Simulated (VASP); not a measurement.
# Mg8HO8 (a cell with a defect) in VASP: further runs, part 3 of 4

VASP 6.6.1.

## (6) Single point, PBE

Contents of INCAR:

```
PREC = Accurate
ENCUT = 520
EDIFF = 1E-6
ISMEAR = 0
SIGMA = 0.02
LREAL = Auto
LASPH = True
NELM = 80
ALGO = Normal
ISIF = 2
LWAVE = False
LCHARG = False
GGA = PE
NBANDS = 46
NELECT = 64.0
```

Contents of KPOINTS:

```
regular mesh
0
Gamma
  2 2 2
```

Contents of POSCAR:

```
Mg8HO8
1.0
    0.0000000000      4.1948000000      4.1948000000
    4.1948000000      0.0000000000      4.1948000000
    4.1948000000      4.1948000000      0.0000000000
Mg O H
8 8 1
Direct
   -0.0213485744      0.0193384667     -0.0164587108
   -0.0002802279      0.0103164632      0.4911939783
    0.0030670115      0.5030517546     -0.0083020645
   -0.0002759369      0.4996296605      0.4911887337
    0.5196527844      0.0196446791     -0.0164216411
    0.5015156861      0.0014429770      0.4964947077
    0.5196414609      0.4780485363     -0.0164613331
    0.5104338705      0.4996366930      0.4911516640
    0.2557285210      0.2522494517      0.2406765519
    0.2527922666      0.2491329742      0.7462825403
    0.2537939830      0.7536666826      0.2397408696
    0.2527982264      0.7526671117      0.7462420139
    0.7523753218      0.2521648231      0.2406870411
    0.7565594307      0.2562895728      0.7317463288
    0.7523875989      0.7556497330      0.2406869219
    0.7488758701      0.7527482836      0.7465017402
    0.3222157195      0.8208964671      1.0369325117
```

Potentials or basis: VASP PAW PBE potentials, release 64 (Mg, O, H).

Run with:

```sh
> cat potpaw_PBE.64/Mg/POTCAR potpaw_PBE.64/O/POTCAR potpaw_PBE.64/H/POTCAR > POTCAR
> mpirun -np 1 vasp_std > vasp.out
```

OUTCAR:

```text
PREC = Accurate
   ENCUT = 520
   EDIFF = 1E-6
   ISMEAR = 0
   LREAL = Auto
   LASPH = True
   NELM = 80
   ISIF = 2
   GGA = PE
   NELECT = 64.0

 ion  position               nearest neighbor table
   1  0.979  0.019  0.984-  17 1.87  14 1.99  15 2.06  13 2.06  10 2.12  12 2.12  11 2.23   5 2.72
                             7 2.72   4 2.89   2 2.89   6 2.94   3 2.97   3 2.97   6 3.00   2 3.05
   2  1.000  0.010  0.491-  14 2.04  13 2.09   9 2.09  11 2.13  12 2.13  16 2.13   5 2.89   1 2.89
                             8 2.90   4 2.90   3 2.94   6 2.97   6 2.97   3 2.99   4 3.03   8 3.03
   3  0.003  0.503  0.992-  10 2.09  12 2.09  16 2.09  13 2.10  15 2.10   9 2.10   8 2.94   4 2.94
                             2 2.94   1 2.97   1 2.97   7 2.97   5 2.97   5 2.97   7 2.97   2 2.99
   4  1.000  0.500  0.491-  14 2.04  15 2.09   9 2.09  11 2.13  10 2.13  16 2.13   7 2.89   1 2.89
                             8 2.90   2 2.90   3 2.94   6 2.97   6 2.97   3 2.99   2 3.03   8 3.03
   5  0.520  0.020  0.984-  17 1.87  14 1.99   9 2.06  15 2.06  16 2.12  10 2.12  11 2.23   7 2.72
                             1 2.72   8 2.89   2 2.89   6 2.94   3 2.97   3 2.97   6 3.00   2 3.05
   6  0.502  0.001  0.496-  16 2.09  10 2.09  12 2.09  13 2.10  15 2.10   9 2.10   5 2.94   7 2.94
                             1 2.94   8 2.97   4 2.97   2 2.97   2 2.97   4 2.97   8 2.97   1 3.00
   7  0.520  0.478  0.984-  17 1.87  14 1.99   9 2.06  13 2.06  16 2.12  12 2.12  11 2.23   5 2.72
                             1 2.72   8 2.89   4 2.89   6 2.94   3 2.97   3 2.97   6 3.00   4 3.05
   8  0.510  0.500  0.491-  14 2.04  13 2.09  15 2.09  11 2.13  12 2.13  10 2.13   7 2.89   5 2.89
                             2 2.90   4 2.90   3 2.94   6 2.97   6 2.97   3 2.99   4 3.03   2 3.03
   9  0.256  0.252  0.241-   5 2.06   7 2.06   4 2.09   2 2.09   3 2.10   6 2.10
  10  0.253  0.249  0.746-   6 2.09   3 2.09   1 2.12   5 2.12   8 2.13   4 2.13
  11  0.254  0.754  0.240-  17 0.98   8 2.13   2 2.13   4 2.13   1 2.23   7 2.23   5 2.23
  12  0.253  0.753  0.746-   6 2.09   3 2.09   1 2.12   7 2.12   8 2.13   2 2.13
  13  0.752  0.252  0.241-   7 2.06   1 2.06   2 2.09   8 2.09   3 2.10   6 2.10
  14  0.757  0.256  0.732-   7 1.99   5 1.99   1 1.99   4 2.04   2 2.04   8 2.04
  15  0.752  0.756  0.241-   5 2.06   1 2.06   4 2.09   8 2.09   3 2.10   6 2.10
  16  0.749  0.753  0.747-   6 2.09   3 2.09   7 2.12   5 2.12   2 2.13   4 2.13
  17  0.322  0.821  0.037-  11 0.98   5 1.87   7 1.87   1 1.87

  LATTYP: Found a face centered cubic cell.
 ALAT       =     8.3896000000

  Lattice vectors:

 A1 = (   0.0000000000,   4.1948000000,   4.1948000000)
 A2 = (   4.1948000000,   0.0000000000,   4.1948000000)
 A3 = (   4.1948000000,   4.1948000000,   0.0000000000)

Analysis of symmetry for initial positions (statically):
=====================================================================
 Subroutine PRICEL returns:
 Original cell was already a primitive cell.

 Routine SETGRP: Setting up the symmetry group for a
 face centered cubic supercell.

 Subroutine GETGRP returns: Found  1 space group operations
 (whereof  1 operations were pure point group operations)
 out of a pool of 48 trial point group operations.

The static configuration has the point symmetry C_1 .

Analysis of symmetry for dynamics (positions and initial velocities):
=====================================================================
 Subroutine PRICEL returns:
 Original cell was already a primitive cell.

 Routine SETGRP: Setting up the symmetry group for a
 face centered cubic supercell.

 Subroutine GETGRP returns: Found  1 space group operations
 (whereof  1 operations were pure point group operations)
 out of a pool of 48 trial point group operations.

The dynamic configuration has the point symmetry C_1 .

 Subroutine INISYM returns: Found  1 space group operations
[... 99 lines left out ...]
   NGXF,Y,Z  is equivalent  to a cutoff of  26.90, 26.90, 26.90 a.u.
 SYSTEM =  unknown system
   PREC   = accura    normal or accurate (medium, high low for compatibility)
   ISTART =      0    job   : 0-new  1-cont  2-samecut
   ICHARG =      2    charge: 1-file 2-atom 10-const
   ISPIN  =      1    spin polarized calculation?
   LNONCOLLINEAR =      F non collinear calculations
   LSORBIT =      F    spin-orbit coupling
   LASPH  =      T    aspherical Exc in radial PAW
   ENCUT  =  520.0 eV  38.22 Ry    6.18 a.u.  11.03 11.03 11.03*2*pi/ulx,y,z
   NELM   =     80;   NELMIN=  2; NELMDL= -5     # of ELM steps
   EDIFF  = 0.1E-05   stopping-criterion for ELM
   LREAL  =      T    real-space projection
   EDIFFG = 0.1E-04   stopping-criterion for IOM
   NSW    =      0    number of steps for IOM
   IBRION =     -1    ionic relax: 0-MD 1-quasi-New 2-CG
   NFREE  =      0    steps in history (QN), initial steepest desc. (CG)
   ISIF   =      2    stress and relaxation
   ISYM   =      2    0-nonsym 1-usesym 2-fastsym
   POTIM  = 0.5000    time-step for ionic-motion
   TEBEG  =    0.0;   TEEND  =   0.0 temperature during run
   PSTRESS=    0.0 pullay stress
   NELECT =      64.0000    total number of electrons
   NUPDOWN=      -1.0000    fix difference up-down
   EMIN   =  10.00;   EMAX   =-10.00  energy-range for DOS
   EFERMI =   0.00;   METHOD = LEGACY
   ISMEAR =     0;   SIGMA  =   0.02  broadening in eV -4-tet -1-fermi 0-gaus
   EFERMI_NEDOS =   21; number of points for ismear=-14 and -15
   IALGO  =     38    algorithm
   IMIX   =      4    mixing-type and parameters
     AMIX     =   0.40;   BMIX     =  1.00
     AMIX_MAG =   1.60;   BMIX_MAG =  1.00
  volume/ion in A,a.u.               =       8.68        58.60
  Fermi-wavevector in a.u.,A,eV,Ry     =   1.239025  2.341419 20.887448  1.535184
  Thomas-Fermi vector in A             =   2.373526
   LORBIT       =      0    0 simple, 1 ext, 2 COOP (PROOUT), +10 PAW based schemes
   GGA     = PE    functional components
   LHFCALC =     F    Hartree Fock is set to
   AEXX    =    0.0000 exact exchange contribution
   IVDW    =     0    specifies the selected vdW correction
   LEPSILON=     F    determine dielectric tensor
   LRPA    =     F    only Hartree local field effects (RPA)
 non-spin polarized calculation
 Gauss-broadening in eV      SIGMA  =   0.02
  energy-cutoff  :      520.00
  volume of cell :      147.63
 maximum number of plane-waves:      3996
 NGX is ok and might be reduce to    48
   NGX = 23   NGY = 23   NGZ = 23

 number of electron      64.0000000 magnetization

 Free energy of the ion-electron system (eV)
  ---------------------------------------------------
  ext. energy  EPLUGINS =         0.00000000
  ---------------------------------------------------
  free energy    TOTEN  =      -102.12457393 eV

  energy without entropy =     -102.12457393  energy(sigma->0) =     -102.12457393

 E-fermi :   3.5164     XC(G=0): -11.1109

 val. band max:        3.4170647701   @ k =   0.0000   0.0000   0.0000
 cond. band min:       7.7354502847   @ k =   0.0000   0.0000   0.0000
 fundamental gap:      4.3183855146
 Fermi energy:         3.5163658653

 k-point     1 :       0.0000    0.0000    0.0000
  band No.  band energies     occupation
      1     -16.5653      2.00000
      2     -13.6796      2.00000
      3     -12.7559      2.00000
      4     -12.4028      2.00000
      5     -12.3933      2.00000
      6     -12.3918      2.00000
[... 365 lines left out ...]
     43      14.9743      0.00000
     44      15.0159      0.00000
 [bands above 44 left out]

------------------------ aborting loop because EDIFF is reached ----------------------------------------

  FORCE on cell =-STRESS in cart. coord.  units (eV):
  Direction    XX          YY          ZZ          XY          YZ          ZX
  --------------------------------------------------------------------------------------
  -------------------------------------------------------------------------------------
  Total        2.0207515      1.9764283      2.0211248     -1.8969435      1.8973938      1.9350000
  in kB       21.9310653     21.4500282     21.9351162    -20.5873856     20.5922732     21.0004102
  external PRESSURE =      21.7720699 kB  Pullay stress =       0.0000000 kB

 VOLUME and BASIS-vectors are now :
 -----------------------------------------------------------------------------
  energy-cutoff  :      520.00
  volume of cell :      147.63
      direct lattice vectors                 reciprocal lattice vectors
     0.000000000  4.194800000  4.194800000    -0.119195194  0.119195194  0.119195194
     4.194800000  0.000000000  4.194800000     0.119195194 -0.119195194  0.119195194
     4.194800000  4.194800000  0.000000000     0.119195194  0.119195194 -0.119195194

 POSITION                                       TOTAL-FORCE (eV/Angst)
 -----------------------------------------------------------------------------------
      4.20688      8.23101      4.18637         0.006333     -0.016433     -0.006709
      2.10374      6.25409      4.23690         0.000091     -0.001068      0.002788
      6.27018      4.17284      2.12307         0.000115      0.000840      0.000278
      4.15628      6.25408      6.28949        -0.001425     -0.000797      0.000099
      4.20832      6.30575      2.26224         0.002770      0.004295      0.014028
      2.08875      4.18645      2.10981        -0.002536     -0.001872      0.001164
[... 9 lines left out ...]
      6.28905      6.27281      6.29901        -0.000466      0.001340      0.000960
      3.59842      1.50656      4.79513        -0.074928     -0.083109      0.074546
 -----------------------------------------------------------------------------------
    total drift:                               -0.000991      0.002389      0.002158

  FREE ENERGIE OF THE ION-ELECTRON SYSTEM (eV)
  ---------------------------------------------------
  free  energy   TOTEN  =      -102.1245739339 eV

  energy  without entropy=     -102.1245739339  energy(sigma->0) =     -102.12457393
```

Run time: 1.7 min. Hardware: 1 thread of Intel Xeon Platinum 8488C (Sapphire Rapids), shared host; peak memory 0.33 GiB.

Results:

```
Free energy   : -102.1246 eV
Largest force : 0.161 eV/Å
```

Forces on the atoms (eV/Å):
```
Mg   0.006 -0.016 -0.007
Mg   0.000 -0.001  0.003
Mg   0.000  0.001  0.000
Mg  -0.001 -0.001  0.000
Mg   0.003  0.004  0.014
Mg  -0.003 -0.002  0.001
Mg  -0.014  0.005 -0.004
Mg  -0.002  0.001  0.002
O   -0.001  0.003  0.001
O   -0.002  0.003 -0.001
O    0.094  0.093 -0.092
O    0.001  0.004  0.002
O    0.000 -0.001 -0.003
O   -0.009 -0.009  0.008
O    0.002 -0.002 -0.001
O    0.000  0.001  0.001
H   -0.075 -0.083  0.075
```

Caveat: the k points lie up to 0.65 Å⁻¹ apart; the cell carries a net charge on a neutralising background, which shifts energy and pressure; the cell is charged against a uniform background, so pressure and absolute levels hang on convention.

(Part 3 of 4 ends here.)
